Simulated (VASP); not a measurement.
Wanted: the native input for a VASP 6.6.1 run.

- Task: relaxation of shape and atoms at fixed volume
- Functional: PBE
- Potentials or basis: VASP PAW PBE potentials, release 64 (Ag, I)
- Cutoff: 500 eV
- k mesh: 8 × 8 × 6
- Occupations: gaussian, width 0.05 eV
- Spin: no spin polarisation
- Dipole correction: no
- Further INCAR settings: ALGO = Normal; EDIFF = 1e-07; IBRION = 2; EDIFFG = -0.01; NSW = 60; ISIF = 4

The structure of AgI lies in POSCAR:

```
AgI
1.0
    4.6216221991      0.0000000000      0.0000000000
   -2.3108110995      4.0024422311      0.0000000000
    0.0000000000      0.0000000000      7.5597829537
Ag I
2 2
Direct
    0.3333333333      0.6666666667      0.0000948701
    0.6666666667      0.3333333333      0.5000948701
    0.3333333333      0.6666666667      0.3749051299
    0.6666666667      0.3333333333      0.8749051299
```

These files were run (other wordings do the same):

INCAR

```
SYSTEM = AgI
PREC = Accurate ; ENCUT = 500
EDIFF = 1E-7 ; ISMEAR = 0
SIGMA = 0.05 ; LREAL = .False.
LASPH = .True. ; NELM = 120
ALGO = Normal ; ISIF = 4
LWAVE = .False. ; LCHARG = .False.
GGA = PE ; IBRION = 2
NSW = 60 ; EDIFFG = -0.01
GGA_COMPAT = .False. ; NELMIN = 4
```

KPOINTS

```
regular mesh
0
Gamma
  8 8 6
  0 0 0
```

Potentials or basis: VASP PAW PBE potentials, release 64 (Ag, I).

Launch:

```console
$ cat potpaw_PBE.64/Ag/POTCAR potpaw_PBE.64/I/POTCAR > POTCAR
$ mpirun -np 1 vasp_std > vasp.out
```

Results of the run:

```yaml
Pressure_after_relaxing: 1.1 GPa
Band_gap_on_the_k_mesh: 1.37 eV
```

Caveat: the relaxation stopped at its first step, so nothing moved; spin-orbit coupling is left out, which moves the levels of the heavy elements.

Wall time 3.6 min on 1 thread of Oxide Virtual Turin-like Processor, on a shared host, peak memory 0.28 GiB.
